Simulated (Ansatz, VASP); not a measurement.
## Two plane-wave programs on HfB2

```
CELL_PARAMETERS angstrom
3.12781 0.00000 0.00000
-1.56390 2.70876 0.00000
0.00000 0.00000 3.44625
ATOMIC_POSITIONS crystal
Hf 0.00000 0.00000 0.00000
B 0.33333 0.66667 0.50000
B 0.66667 0.33333 0.50000
```

Alike in both runs: functional PBEsol; k mesh 16 × 16 × 12; occupations fermi-dirac, width 0.08 eV; no spin polarisation.

Ansatz relaxed the structure, and its values are those at the end. VASP's run is a single point on that final structure, the one shown.

|  | VASP | Ansatz |
| --- | --- | --- |
| version | VASP 6.6.1 | Ansatz 0.2.0 |
| potentials or method | VASP PAW PBE potentials, release 64 (Hf_pv, B) | PAW with Ansatz's default frozen-core files, scalar-relativistic |
| plane-wave cutoff (eV) | 520 | 420 |
| valence electrons in the cell | 16 | 32 |

```csv
,VASP,Ansatz,Ansatz less VASP
pressure (GPa),-0.1,0.0,+0.04
```

VASP's potentials were made for PBE, not for PBEsol. The functional is the same, so the differences come from potentials, cutoffs and numerics. VASP's potentials hold 16 valence electrons a cell and Ansatz's 32, so a difference there can come from the potentials and not from the codes.

Spin-orbit coupling is off throughout.
